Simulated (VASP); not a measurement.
# MgO (Periclase) in VASP: notebook

Runs on MgO (Periclase). Level: PBEsol. Tasks: single point.

Program: VASP 6.6.1. These are calculated values, not measurements. Logs are shortened: lines on timing, memory, paths and dates and some standing lists are left out, and cuts for length are marked.

## 1. The cell of the first run

The structure is cubic, space group Fm-3m (No. 225). The conventional cell has a = 4.217 Å, b = 4.217 Å, c = 4.217 Å, α = 90.00°, β = 90.00°, γ = 90.00°. Within 2.8 Å of Mg (site symmetry m-3m) lie 6 O at 2.11 Å. Within 2.8 Å of O (site symmetry m-3m) lie 6 Mg at 2.11 Å.

## 2. Single point, PBEsol

The input, INCAR:

```
PREC     = Accurate       # precision mode
ENCUT    = 600            # plane-wave cutoff, eV
EDIFF    = 1E-6           # SCF threshold, eV
ISMEAR   = -1             # smearing method
SIGMA    = 0.01           # smearing width, eV
LREAL    = F              # projectors in reciprocal space
LASPH    = T              # aspherical terms in the spheres
NELM     = 120            # most SCF steps
ALGO     = Normal         # electronic algorithm
ISIF     = 2              # what is computed and relaxed
LWAVE    = F              # write WAVECAR
LCHARG   = T              # write CHGCAR
GGA      = PS             # functional
LELF     = T              # ELF
LVHAR    = T            
NBANDS   = 11             # bands
GGA_COMPAT= F
```

The input, KPOINTS:

```
regular mesh
0
Gamma
  3 3 3
```

The input, POSCAR:

```
MgO
1.0
    0.0000000000      2.1085000000      2.1085000000
    2.1085000000      0.0000000000      2.1085000000
    2.1085000000      2.1085000000      0.0000000000
Mg O
1 1
Direct
    0.0000000000      0.0000000000      0.0000000000
    0.5000000000      0.5000000000      0.5000000000
```

Potentials or basis: VASP PAW PBE potentials, release 64 (Mg, O).

Launch:

```console
> cat potpaw_PBE.64/Mg/POTCAR potpaw_PBE.64/O/POTCAR > POTCAR
> mpirun -np 1 vasp_std > vasp.out
```

OUTCAR:

```text
PREC = Accurate
   ENCUT = 600
   EDIFF = 1E-6
   ISMEAR = -1
   LREAL = F
   LASPH = T
   NELM = 120
   ISIF = 2
   GGA = PS

 ion  position               nearest neighbor table
   1  0.000  0.000  0.000-   2 2.11   2 2.11   2 2.11   2 2.11   2 2.11   2 2.11
   2  0.500  0.500  0.500-   1 2.11   1 2.11   1 2.11   1 2.11   1 2.11   1 2.11

  LATTYP: Found a face centered cubic cell.
 ALAT       =     4.2170000000

  Lattice vectors:

 A1 = (   0.0000000000,   2.1085000000,   2.1085000000)
 A2 = (   2.1085000000,   0.0000000000,   2.1085000000)
 A3 = (   2.1085000000,   2.1085000000,   0.0000000000)

Analysis of symmetry for initial positions (statically):
=====================================================================
 Subroutine PRICEL returns:
 Original cell was already a primitive cell.

 Routine SETGRP: Setting up the symmetry group for a
 face centered cubic supercell.

 Subroutine GETGRP returns: Found 48 space group operations
 (whereof 48 operations were pure point group operations)
 out of a pool of 48 trial point group operations.

The static configuration has the point symmetry O_h .

Analysis of symmetry for dynamics (positions and initial velocities):
=====================================================================
 Subroutine PRICEL returns:
 Original cell was already a primitive cell.

 Routine SETGRP: Setting up the symmetry group for a
 face centered cubic supercell.

 Subroutine GETGRP returns: Found 48 space group operations
 (whereof 48 operations were pure point group operations)
 out of a pool of 48 trial point group operations.

The dynamic configuration has the point symmetry O_h .

 Subroutine INISYM returns: Found 48 space group operations
 (whereof 48 operations are pure point group operations),
 and found     1 'primitive' translations

----------------------------------------------------------------------------------------

                                     Primitive cell

  volume of cell :      18.7478

  direct lattice vectors                    reciprocal lattice vectors
     0.000000000  2.108500000  2.108500000    -0.237135404  0.237135404  0.237135404
     2.108500000  0.000000000  2.108500000     0.237135404 -0.237135404  0.237135404
     2.108500000  2.108500000  0.000000000     0.237135404  0.237135404 -0.237135404

  length of vectors
     2.981869296  2.981869296  2.981869296     0.410730569  0.410730569  0.410730569

  position of ions in fractional coordinates (direct lattice)
     0.000000000  0.000000000  0.000000000
     0.500000000  0.500000000  0.500000000

  ion indices of the primitive-cell ions
   primitive index   ion index
                 1           1
                 2           2

----------------------------------------------------------------------------------------

 KPOINTS: regular mesh

Automatic generation of k-mesh.
 Grid dimensions read from file:
 generate k-points for:    3    3    3

 Generating k-lattice:

  Cartesian coordinates                     Fractional coordinates (reciprocal lattice)
    -0.079045135  0.079045135  0.079045135     0.333333333  0.000000000  0.000000000
     0.079045135 -0.079045135  0.079045135     0.000000000  0.333333333  0.000000000
     0.079045135  0.079045135 -0.079045135     0.000000000  0.000000000  0.333333333

  Length of vectors
     0.136910190  0.136910190  0.136910190

  Shift w.r.t. Gamma in fractional coordinates (k-lattice)
     0.000000000  0.000000000  0.000000000

 Subroutine IBZKPT returns following result:
 ===========================================

 Found      4 irreducible k-points:

 Following reciprocal coordinates:
            Coordinates               Weight
  0.000000  0.000000  0.000000      1.000000
  0.333333  0.000000  0.000000      8.000000
  0.333333  0.333333  0.000000      6.000000
 -0.333333  0.333333  0.000000     12.000000
   k-points           NKPTS =      4   k-points in BZ     NKDIM =      4   number of bands    NBANDS=     11
   number of dos      NEDOS =    301   number of ions     NIONS =      2
   total plane-waves  NPLWV =  13824
   dimension x,y,z NGX =    24 NGY =   24 NGZ =   24
   dimension x,y,z NGXF=    48 NGYF=   48 NGZF=   48
   ions per type =               1   1
   NGX,Y,Z   is equivalent  to a cutoff of  13.38, 13.38, 13.38 a.u.
   NGXF,Y,Z  is equivalent  to a cutoff of  26.76, 26.76, 26.76 a.u.
 SYSTEM =  unknown system
   PREC   = accura    normal or accurate (medium, high low for compatibility)
   ISTART =      0    job   : 0-new  1-cont  2-samecut
   ICHARG =      2    charge: 1-file 2-atom 10-const
   ISPIN  =      1    spin polarized calculation?
   LNONCOLLINEAR =      F non collinear calculations
   LSORBIT =      F    spin-orbit coupling
   LASPH  =      T    aspherical Exc in radial PAW
   ENCUT  =  600.0 eV  44.10 Ry    6.64 a.u.   5.96  5.96  5.96*2*pi/ulx,y,z
   NELM   =    120;   NELMIN=  2; NELMDL= -5     # of ELM steps
   EDIFF  = 0.1E-05   stopping-criterion for ELM
   LREAL  =      F    real-space projection
   EDIFFG = 0.1E-04   stopping-criterion for IOM
   NSW    =      0    number of steps for IOM
   IBRION =     -1    ionic relax: 0-MD 1-quasi-New 2-CG
   NFREE  =      0    steps in history (QN), initial steepest desc. (CG)
   ISIF   =      2    stress and relaxation
   ISYM   =      2    0-nonsym 1-usesym 2-fastsym
   POTIM  = 0.5000    time-step for ionic-motion
   TEBEG  =    0.0;   TEEND  =   0.0 temperature during run
   PSTRESS=    0.0 pullay stress
   NELECT =       8.0000    total number of electrons
   NUPDOWN=      -1.0000    fix difference up-down
   EMIN   =  10.00;   EMAX   =-10.00  energy-range for DOS
   EFERMI =   0.00;   METHOD = LEGACY
   ISMEAR =    -1;   SIGMA  =   0.01  broadening in eV -4-tet -1-fermi 0-gaus
   EFERMI_NEDOS =   21; number of points for ismear=-14 and -15
   IALGO  =     38    algorithm
   IMIX   =      4    mixing-type and parameters
     AMIX     =   0.40;   BMIX     =  1.00
     AMIX_MAG =   1.60;   BMIX_MAG =  1.00
  volume/ion in A,a.u.               =       9.37        63.26
  Fermi-wavevector in a.u.,A,eV,Ry     =   1.232503  2.329092 20.668107  1.519063
  Thomas-Fermi vector in A             =   2.367270
   LORBIT       =      0    0 simple, 1 ext, 2 COOP (PROOUT), +10 PAW based schemes
   GGA     = PS    functional components
   LHFCALC =     F    Hartree Fock is set to
   AEXX    =    0.0000 exact exchange contribution
   IVDW    =     0    specifies the selected vdW correction
   LEPSILON=     F    determine dielectric tensor
   LRPA    =     F    only Hartree local field effects (RPA)
 non-spin polarized calculation
  energy-cutoff  :      600.00
  volume of cell :       18.75
 maximum number of plane-waves:       634
   NGX = 11   NGY = 11   NGZ = 11

 number of electron       8.0000005 magnetization

 Free energy of the ion-electron system (eV)
  ---------------------------------------------------
  ext. energy  EPLUGINS =         0.00000000
  ---------------------------------------------------
  free energy    TOTEN  =       -12.41913963 eV

  energy without entropy =      -12.41913963  energy(sigma->0) =      -12.41913963

 E-fermi :   3.4483     XC(G=0): -11.2782

 val. band max:        3.1242422626   @ k =   0.0000   0.0000   0.0000
 cond. band min:       7.6770897857   @ k =   0.0000   0.0000   0.0000
 fundamental gap:      4.5528475231
 Fermi energy:         3.4482864612

 k-point     1 :       0.0000    0.0000    0.0000
  band No.  band energies     occupation
      1     -14.0750      2.00000
      2       3.1242      2.00000
      3       3.1242      2.00000
      4       3.1242      2.00000
      5       7.6771      0.00000
      6      18.6642      0.00000
      7      18.6642      0.00000
      8      18.6642      0.00000
      9      22.5009      0.00000
     10      24.3758      0.00000
     11      24.3758      0.00000

 k-point     2 :       0.3333    0.0000    0.0000
  band No.  band energies     occupation
      1     -13.1363      2.00000
      2      -0.6135      2.00000
      3       2.6155      2.00000
      4       2.6155      2.00000
      5      10.5879      0.00000
      6      15.2421      0.00000
      7      19.4523      0.00000
      8      19.4523      0.00000
      9      23.7672      0.00000
     10      23.7672      0.00000
     11      24.2978      0.00000

 k-point     3 :       0.3333    0.3333    0.0000
  band No.  band energies     occupation
      1     -12.9077      2.00000
      2      -0.3791      2.00000
      3       2.0485      2.00000
      4       2.0485      2.00000
      5      12.2458      0.00000
      6      12.8831      0.00000
      7      16.7762      0.00000
      8      21.1089      0.00000
      9      21.1089      0.00000
     10      27.6009      0.00000
     11      29.8544      0.00000

 k-point     4 :      -0.3333    0.3333    0.0000
  band No.  band energies     occupation
      1     -12.5246      2.00000
      2      -0.1628      2.00000
      3      -0.0059      2.00000
      4       2.1072      2.00000
      5      13.1993      0.00000
      6      15.1282      0.00000
      7      15.4512      0.00000
      8      20.6576      0.00000
      9      21.6932      0.00000
     10      26.0506      0.00000
     11      30.3862      0.00000

------------------------ aborting loop because EDIFF is reached ----------------------------------------

  FORCE on cell =-STRESS in cart. coord.  units (eV):
  Direction    XX          YY          ZZ          XY          YZ          ZX
  --------------------------------------------------------------------------------------
  -------------------------------------------------------------------------------------
  Total       -0.0655809     -0.0655809     -0.0655809      0.0000000      0.0000000     -0.0000000
  in kB       -5.6045052     -5.6045052     -5.6045052      0.0000000      0.0000000     -0.0000000
  external PRESSURE =      -5.6045052 kB  Pullay stress =       0.0000000 kB

 VOLUME and BASIS-vectors are now :
 -----------------------------------------------------------------------------
  energy-cutoff  :      600.00
  volume of cell :       18.75
      direct lattice vectors                 reciprocal lattice vectors
     0.000000000  2.108500000  2.108500000    -0.237135404  0.237135404  0.237135404
     2.108500000  0.000000000  2.108500000     0.237135404 -0.237135404  0.237135404
     2.108500000  2.108500000  0.000000000     0.237135404  0.237135404 -0.237135404

 POSITION                                       TOTAL-FORCE (eV/Angst)
 -----------------------------------------------------------------------------------
      0.00000      0.00000      0.00000         0.000000      0.000000      0.000000
      2.10850      2.10850      2.10850        -0.000000     -0.000000      0.000000
 -----------------------------------------------------------------------------------
    total drift:                               -0.000000     -0.000000      0.000000

  FREE ENERGIE OF THE ION-ELECTRON SYSTEM (eV)
  ---------------------------------------------------
  free  energy   TOTEN  =       -12.4191396266 eV

  energy  without entropy=      -12.4191396266  energy(sigma->0) =      -12.41913963
```

Wall time 2.6 s (1 thread of Intel Xeon 6975P-C, shared host); peak memory 0.13 GiB.

Results:

```yaml
Free_energy: -12.4191 eV
Pressure: -0.6 GPa
Band_gap_on_the_k_mesh: 4.55 eV, direct
```

Caveat: the k points lie up to 0.86 Å⁻¹ apart; the PAW data sets were made with another functional, which shifts forces and pressure a little.

[end of part 1 of 2]
